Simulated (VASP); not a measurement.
# Sn in VASP: settings compared

Aim: see how the results for Sn move with the level of theory and the settings. Levels: PBE, r2SCAN. Tasks: single point.

Program: VASP 6.6.1. These are calculated values, not measurements. Logs are shortened: lines on timing, memory, paths and dates and some standing lists are left out, and cuts for length are marked.

## 1. The cell of the first run

The structure is cubic, space group Fd-3m (No. 227). The conventional cell has a = 6.496 Å, b = 6.496 Å, c = 6.496 Å, α = 90.00°, β = 90.00°, γ = 90.00°. Sn (site symmetry -43m) has 4 Sn at 2.81 Å within 3.7 Å.

## 2. Single point, PBE (strain -1.1%)

INCAR reads:

```
PREC = Accurate ; ENCUT = 520
EDIFF = 1E-7 ; ISMEAR = -1
SIGMA = 0.02 ; LREAL = False
LASPH = True ; NELM = 80
ALGO = Normal ; ISIF = 2
LWAVE = False ; LCHARG = True
GGA = PE ; LELF = True
LVHAR = True ; NBANDS = 21
```

KPOINTS reads:

```
regular mesh
0
Gamma
  6 6 6
```

POSCAR reads:

```
Sn
1.0
    0.0000000000      3.2480022753      3.2480022753
    3.2480022753      0.0000000000      3.2480022753
    3.2480022753      3.2480022753      0.0000000000
Sn
2
Direct
    0.0000000000      0.0000000000      0.0000000000
    0.2500000000      0.2500000000      0.2500000000
```

Potentials or basis: VASP PAW PBE potentials, release 64 (Sn_d).

Launch:

```
cat potpaw_PBE.64/Sn_d/POTCAR > POTCAR
mpirun -np 1 vasp_std > vasp.out
```

OUTCAR:

```text
PREC = Accurate
   ENCUT = 520
   EDIFF = 1E-7
   ISMEAR = -1
   LREAL = False
   LASPH = True
   NELM = 80
   ISIF = 2
   GGA = PE

 ion  position               nearest neighbor table
   1  0.000  0.000  0.000-   2 2.81   2 2.81   2 2.81   2 2.81
   2  0.250  0.250  0.250-   1 2.81   1 2.81   1 2.81   1 2.81

  LATTYP: Found a face centered cubic cell.
 ALAT       =     6.4960045506

  Lattice vectors:

 A1 = (   0.0000000000,   3.2480022753,   3.2480022753)
 A2 = (   3.2480022753,   0.0000000000,   3.2480022753)
 A3 = (   3.2480022753,   3.2480022753,   0.0000000000)

Analysis of symmetry for initial positions (statically):
=====================================================================
 Subroutine PRICEL returns:
 Original cell was already a primitive cell.

 Routine SETGRP: Setting up the symmetry group for a
 face centered cubic supercell.

 Subroutine GETGRP returns: Found 48 space group operations
 (whereof 24 operations were pure point group operations)
 out of a pool of 48 trial point group operations.

The static configuration has the point symmetry T_d .
 The point group associated with its full space group is O_h .

Analysis of symmetry for dynamics (positions and initial velocities):
=====================================================================
 Subroutine PRICEL returns:
 Original cell was already a primitive cell.

 Routine SETGRP: Setting up the symmetry group for a
 face centered cubic supercell.

 Subroutine GETGRP returns: Found 48 space group operations
 (whereof 24 operations were pure point group operations)
 out of a pool of 48 trial point group operations.

The dynamic configuration has the point symmetry T_d .
 The point group associated with its full space group is O_h .

 Subroutine INISYM returns: Found 48 space group operations
 (whereof 24 operations are pure point group operations),
 and found     1 'primitive' translations

----------------------------------------------------------------------------------------

                                     Primitive cell

  volume of cell :      68.5297

  direct lattice vectors                    reciprocal lattice vectors
     0.000000000  3.248002275  3.248002275    -0.153940779  0.153940779  0.153940779
     3.248002275  0.000000000  3.248002275     0.153940779 -0.153940779  0.153940779
     3.248002275  3.248002275  0.000000000     0.153940779  0.153940779 -0.153940779

  length of vectors
     4.593368868  4.593368868  4.593368868     0.266633250  0.266633250  0.266633250

  position of ions in fractional coordinates (direct lattice)
     0.000000000  0.000000000  0.000000000
     0.250000000  0.250000000  0.250000000

  ion indices of the primitive-cell ions
   primitive index   ion index
                 1           1
                 2           2

----------------------------------------------------------------------------------------

 KPOINTS: regular mesh

Automatic generation of k-mesh.
 Grid dimensions read from file:
 generate k-points for:    6    6    6

 Generating k-lattice:

  Cartesian coordinates                     Fractional coordinates (reciprocal lattice)
    -0.025656796  0.025656796  0.025656796     0.166666667  0.000000000  0.000000000
     0.025656796 -0.025656796  0.025656796     0.000000000  0.166666667  0.000000000
     0.025656796  0.025656796 -0.025656796     0.000000000  0.000000000  0.166666667

  Length of vectors
     0.044438875  0.044438875  0.044438875

  Shift w.r.t. Gamma in fractional coordinates (k-lattice)
     0.000000000  0.000000000  0.000000000

 Subroutine IBZKPT returns following result:
 ===========================================

 Found     16 irreducible k-points:

 Following reciprocal coordinates:
            Coordinates               Weight
  0.000000  0.000000  0.000000      1.000000
  0.166667  0.000000  0.000000      8.000000
  0.333333  0.000000  0.000000      8.000000
  0.500000  0.000000  0.000000      4.000000
  0.166667  0.166667  0.000000      6.000000
  0.333333  0.166667  0.000000     24.000000
[... 8 lines left out ...]
 -0.333333  0.333333  0.166667     24.000000
 -0.333333  0.500000  0.166667     12.000000
   k-points           NKPTS =     16   k-points in BZ     NKDIM =     16   number of bands    NBANDS=     21
   number of dos      NEDOS =    301   number of ions     NIONS =      2
   total plane-waves  NPLWV =  46656
   dimension x,y,z NGX =    36 NGY =   36 NGZ =   36
   dimension x,y,z NGXF=    72 NGYF=   72 NGZF=   72
   ions per type =               2
   NGX,Y,Z   is equivalent  to a cutoff of  13.03, 13.03, 13.03 a.u.
   NGXF,Y,Z  is equivalent  to a cutoff of  26.06, 26.06, 26.06 a.u.
 SYSTEM =  unknown system
   PREC   = accura    normal or accurate (medium, high low for compatibility)
   ISTART =      0    job   : 0-new  1-cont  2-samecut
   ICHARG =      2    charge: 1-file 2-atom 10-const
   ISPIN  =      1    spin polarized calculation?
   LNONCOLLINEAR =      F non collinear calculations
   LSORBIT =      F    spin-orbit coupling
   LASPH  =      T    aspherical Exc in radial PAW
   ENCUT  =  520.0 eV  38.22 Ry    6.18 a.u.   8.54  8.54  8.54*2*pi/ulx,y,z
   NELM   =     80;   NELMIN=  2; NELMDL= -5     # of ELM steps
   EDIFF  = 0.1E-06   stopping-criterion for ELM
   LREAL  =      F    real-space projection
   EDIFFG = 0.1E-05   stopping-criterion for IOM
   NSW    =      0    number of steps for IOM
   IBRION =     -1    ionic relax: 0-MD 1-quasi-New 2-CG
   NFREE  =      0    steps in history (QN), initial steepest desc. (CG)
   ISIF   =      2    stress and relaxation
   ISYM   =      2    0-nonsym 1-usesym 2-fastsym
   POTIM  = 0.5000    time-step for ionic-motion
   TEBEG  =    0.0;   TEEND  =   0.0 temperature during run
   PSTRESS=    0.0 pullay stress
   NELECT =      28.0000    total number of electrons
   NUPDOWN=      -1.0000    fix difference up-down
   EMIN   =  10.00;   EMAX   =-10.00  energy-range for DOS
   EFERMI =   0.00;   METHOD = LEGACY
   ISMEAR =    -1;   SIGMA  =   0.02  broadening in eV -4-tet -1-fermi 0-gaus
   EFERMI_NEDOS =   21; number of points for ismear=-14 and -15
   IALGO  =     38    algorithm
   IMIX   =      4    mixing-type and parameters
     AMIX     =   0.40;   BMIX     =  1.00
     AMIX_MAG =   1.60;   BMIX_MAG =  1.00
  volume/ion in A,a.u.               =      34.26       231.23
  Fermi-wavevector in a.u.,A,eV,Ry     =   1.214790  2.295620 20.078316  1.475715
  Thomas-Fermi vector in A             =   2.350198
   LORBIT       =      0    0 simple, 1 ext, 2 COOP (PROOUT), +10 PAW based schemes
   GGA     = PE    functional components
   LHFCALC =     F    Hartree Fock is set to
   AEXX    =    0.0000 exact exchange contribution
   IVDW    =     0    specifies the selected vdW correction
   LEPSILON=     F    determine dielectric tensor
   LRPA    =     F    only Hartree local field effects (RPA)
 non-spin polarized calculation
  energy-cutoff  :      520.00
  volume of cell :       68.53
 maximum number of plane-waves:      1868
 NGX is ok and might be reduce to    36
   NGX = 17   NGY = 17   NGZ = 17

 number of electron      28.0000000 magnetization

 Free energy of the ion-electron system (eV)
  ---------------------------------------------------
  ext. energy  EPLUGINS =         0.00000000
  ---------------------------------------------------
  free energy    TOTEN  =        -7.61237946 eV

  energy without entropy =       -7.61184026  energy(sigma->0) =       -7.61210986

 E-fermi :   5.6030     XC(G=0):  -8.8573

 val. band max:        5.2605644804   @ k =   0.1667   0.0000   0.0000
 cond. band min:       5.6034667412   @ k =   0.5000   0.0000   0.0000
 fundamental gap:      0.3429022609
 Fermi energy:         5.6030178459

 k-point     1 :       0.0000    0.0000    0.0000
  band No.  band energies     occupation
      1     -16.0591      2.00000
      2     -16.0591      2.00000
      3     -16.0591      2.00000
      4     -16.0000      2.00000
      5     -16.0000      2.00000
      6     -15.6934      2.00000
[... 13 lines left out ...]
     20      13.5670      0.00000
     21      13.5670      0.00000

 k-point     2 :       0.1667    0.0000    0.0000
  band No.  band energies     occupation
      1     -16.0752      2.00000
      2     -16.0752      2.00000
      3     -16.0527      2.00000
      4     -15.9767      2.00000
      5     -15.9767      2.00000
      6     -15.7234      2.00000
[... 13 lines left out ...]
     20      12.5214      0.00000
     21      12.5214      0.00000

 k-point     3 :       0.3333    0.0000    0.0000
  band No.  band energies     occupation
      1     -16.0907      2.00000
      2     -16.0907      2.00000
      3     -16.0394      2.00000
      4     -15.9488      2.00000
      5     -15.9488      2.00000
      6     -15.7466      2.00000
[... 13 lines left out ...]
     20      12.9405      0.00000
     21      12.9405      0.00000

 k-point     4 :       0.5000    0.0000    0.0000
  band No.  band energies     occupation
      1     -16.0951      2.00000
      2     -16.0951      2.00000
      3     -16.0324      2.00000
      4     -15.9400      2.00000
      5     -15.9400      2.00000
      6     -15.7529      2.00000
[... 13 lines left out ...]
     20      14.3973      0.00000
     21      14.3975      0.00000

 k-point     5 :       0.1667    0.1667    0.0000
  band No.  band energies     occupation
      1     -16.0734      2.00000
      2     -16.0734      2.00000
      3     -16.0678      2.00000
      4     -15.9784      2.00000
      5     -15.9497      2.00000
      6     -15.7697      2.00000
[... 13 lines left out ...]
     20      12.2143      0.00000
     21      13.8747      0.00000
[... 190 lines left out ...]
     20      14.9130      0.00000
     21      16.0288      0.00000

 k-point    14 :       0.5000    0.3333    0.1667
  band No.  band energies     occupation
      1     -16.1161      2.00000
      2     -16.1105      2.00000
      3     -15.9999      2.00000
      4     -15.9202      2.00000
      5     -15.8737      2.00000
      6     -15.8464      2.00000
[... 13 lines left out ...]
     20      13.6819      0.00000
     21      15.4038      0.00000

 k-point    15 :      -0.3333    0.3333    0.1667
  band No.  band energies     occupation
      1     -16.1298      2.00000
      2     -16.1153      2.00000
      3     -15.9675      2.00000
      4     -15.8940      2.00000
      5     -15.8644      2.00000
      6     -15.8512      2.00000
[... 13 lines left out ...]
     20      14.9520      0.00000
     21      15.3118      0.00000

 k-point    16 :      -0.3333    0.5000    0.1667
  band No.  band energies     occupation
      1     -16.1237      2.00000
      2     -16.1237      2.00000
      3     -15.9365      2.00000
      4     -15.9365      2.00000
      5     -15.8446      2.00000
      6     -15.8446      2.00000
[... 13 lines left out ...]
     20      14.6625      0.00000
     21      15.8439      0.00000

------------------------ aborting loop because EDIFF is reached ----------------------------------------

  FORCE on cell =-STRESS in cart. coord.  units (eV):
  Direction    XX          YY          ZZ          XY          YZ          ZX
  --------------------------------------------------------------------------------------
  -------------------------------------------------------------------------------------
  Total        1.3344429      1.3344429      1.3344429      0.0000000      0.0000000     -0.0000000
  in kB       31.1983495     31.1983495     31.1983495      0.0000000      0.0000000     -0.0000000
  external PRESSURE =      31.1983495 kB  Pullay stress =       0.0000000 kB

 VOLUME and BASIS-vectors are now :
 -----------------------------------------------------------------------------
  energy-cutoff  :      520.00
  volume of cell :       68.53
      direct lattice vectors                 reciprocal lattice vectors
     0.000000000  3.248002275  3.248002275    -0.153940779  0.153940779  0.153940779
     3.248002275  0.000000000  3.248002275     0.153940779 -0.153940779  0.153940779
     3.248002275  3.248002275  0.000000000     0.153940779  0.153940779 -0.153940779

 POSITION                                       TOTAL-FORCE (eV/Angst)
 -----------------------------------------------------------------------------------
      0.00000      0.00000      0.00000        -0.000000      0.000000     -0.000000
      1.62400      1.62400      1.62400         0.000000     -0.000000      0.000000
 -----------------------------------------------------------------------------------
    total drift:                                0.000000      0.000000      0.000000

  FREE ENERGIE OF THE ION-ELECTRON SYSTEM (eV)
  ---------------------------------------------------
  free  energy   TOTEN  =        -7.6123794562 eV

  energy  without entropy=       -7.6118402633  energy(sigma->0) =       -7.61210986
```

Wall time 19 s (1 thread of Intel Xeon Platinum 8259CL at 2.50GHz (Skylake/Cascade Lake), shared host); peak memory 0.19 GiB.

Results:

```
Free energy            : -7.6124 eV
Pressure               : 3.1 GPa
Band gap on the k mesh : zero (band 14 reaches 5.70 eV, above the bottom of band 15 at 5.60 eV)
```

Levels at points of the mesh, in eV from the Fermi level:
```tsv
k point	band 12	band 13	band 14	band 15	band 16	band 17
(0.00, 0.00, 0.00)	-0.64	0.10	0.10	0.10	2.17	2.17
(0.50, 0.00, 0.00)	-6.27	-1.10	-1.10	0.00	3.24	3.24
(0.50, 0.50, 0.00)	-7.49	-2.44	-2.44	0.84	0.84	7.72
```

Caveat: the cell differs from its parent crystal (strain -1.1%); spin-orbit coupling is left out, which moves the levels of the heavy elements.

[end of part 1 of 2]
